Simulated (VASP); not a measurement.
Wanted: the native input for a VASP 6.6.1 run.

| Property | Result |
| --- | --- |
| Task | relaxation of cell and atoms |
| Functional | PBE |
| Potentials or basis | VASP PAW PBE potentials, release 64 (Ir) |
| Cutoff | 600 eV |
| k mesh | 17 × 17 × 9 |
| Occupations | fermi-dirac, width 0.1 eV |
| Spin | no spin polarisation |
| Dipole correction | no |
| Further INCAR settings | ALGO = Normal; EDIFF = 1e-06; IBRION = 2; EDIFFG = -0.03; NSW = 60; ISIF = 3 |

The structure of Ir lies in POSCAR:

```
Ir
1.0
    2.7495670855      0.0000000000      0.0000000000
   -1.3747835427      2.3811949454      0.0000000000
    0.0000000000      0.0000000000      4.4524470445
Ir
2
Direct
    0.3333333333      0.6666666667      0.2500000000
    0.6666666667      0.3333333333      0.7500000000
```

The input as run:

INCAR

```
SYSTEM = Ir
PREC     = Accurate       ! precision mode
ENCUT    = 600            ! plane-wave cutoff, eV
EDIFF    = 1E-6           ! SCF threshold, eV
ISMEAR   = -1             ! smearing method
SIGMA    = 0.1            ! smearing width, eV
LREAL    = .FALSE.        ! projectors in reciprocal space
LASPH    = .TRUE.         ! aspherical terms in the spheres
NELM     = 60             ! most SCF steps
ALGO     = Normal         ! electronic algorithm
ISIF     = 3              ! what is computed and relaxed
LWAVE    = .FALSE.        ! write WAVECAR
LCHARG   = .FALSE.        ! write CHGCAR
GGA      = PE             ! functional
IBRION   = 2              ! ionic algorithm
NSW      = 60             ! ionic steps
EDIFFG   = -0.03          ! ionic threshold
```

KPOINTS

```
regular mesh
0
G
  17 17 9
  0 0 0
```

Potentials or basis: VASP PAW PBE potentials, release 64 (Ir).

Command:

```sh
$ cat potpaw_PBE.64/Ir/POTCAR > POTCAR
$ mpirun -np 1 vasp_std > vasp.out
```

Results of the run:

| Item | Value |
| --- | --- |
| Relaxed volume | 14.60 Å³/atom |
| Relaxed cell | a = 2.751 Å, b = 2.751 Å, c = 4.455 Å, α = 90.00°, β = 90.00°, γ = 120.00° |
| Space group after relaxing (to 0.05 Å) | P6_3/mmc (No. 194) |
| Energy gained by relaxing | 0.0 meV/atom |
| Ionic steps | 3 |
| Pressure after relaxing | 0.0 GPa |
| Band gap on the k mesh | zero (band 9 reaches 10.90 eV, above the bottom of band 10 at 7.78 eV) |

Caveat: spin-orbit coupling is left out, which moves the levels of the heavy elements.

Wall time 41 s on 1 thread of Intel(R) Xeon(R) 6975P-C (Granite Rapids) (shared host), peak memory 0.21 GiB.
